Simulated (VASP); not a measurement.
TePb: single point with LDA

The system is TePb.

```xyz
2
Lattice="0.0000 3.2270 3.2270 3.2270 0.0000 3.2270 3.2270 3.2270 0.0000" Properties=species:S:1:pos:R:3 pbc="T T T"
Te    3.2270    3.2270    3.2270
Pb    0.0000    0.2625    0.0000
```

This cell differs from its parent crystal: all Pb atoms moved +0.263 Å, as atom 2 along Cartesian [0 1 0].

- Program: VASP 6.6.1
- Task: single point
- Functional: LDA
- Potentials or basis: VASP PAW LDA potentials, release 64 (Te, Pb_d)
- Cutoff: 520 eV
- k mesh: 8 × 8 × 8
- Occupations: gaussian, width 0.05 eV
- Spin: no spin polarisation

The pressure is -0.6 GPa, the largest force is 0.330 eV/Å and the band gap on the k mesh is 0.96 eV, indirect (least direct gap 0.98 eV).

Forces in eV/Å, atoms in the order of the input:
```
Te   0.000  0.330  0.000
Pb   0.000 -0.330  0.000
```

Stress tensor (GPa, compression positive):
```
-1.52  0.00  0.00
 0.00  1.09  0.00
 0.00  0.00 -1.52
```

Levels at points of the mesh, in eV from the valence-band top:
```tsv
k point	band 8	band 9	band 10	band 11	band 12	band 13
(0.00, 0.00, 0.00)	-1.34	-1.18	-1.18	3.80	3.80	4.26
(0.50, 0.00, 0.00)	-1.03	-0.80	-0.03	0.96	1.39	1.68
(0.50, 0.50, 0.00)	-4.42	-2.69	-2.64	2.99	5.72	5.86
(0.50, 0.00, 0.50)	-4.15	-2.71	-2.71	3.37	5.56	5.56
```

Wall time 22 s on 1 thread of Intel(R) Xeon(R) 6975P-C (Granite Rapids), on a shared host, peak memory 0.21 GiB.

Caveat: the cell differs from its parent crystal (all Pb atoms moved +0.263 Å, as atom 2 along Cartesian [0 1 0]); spin-orbit coupling is left out, which moves the levels of the heavy elements. A k mesh can miss the band edges.
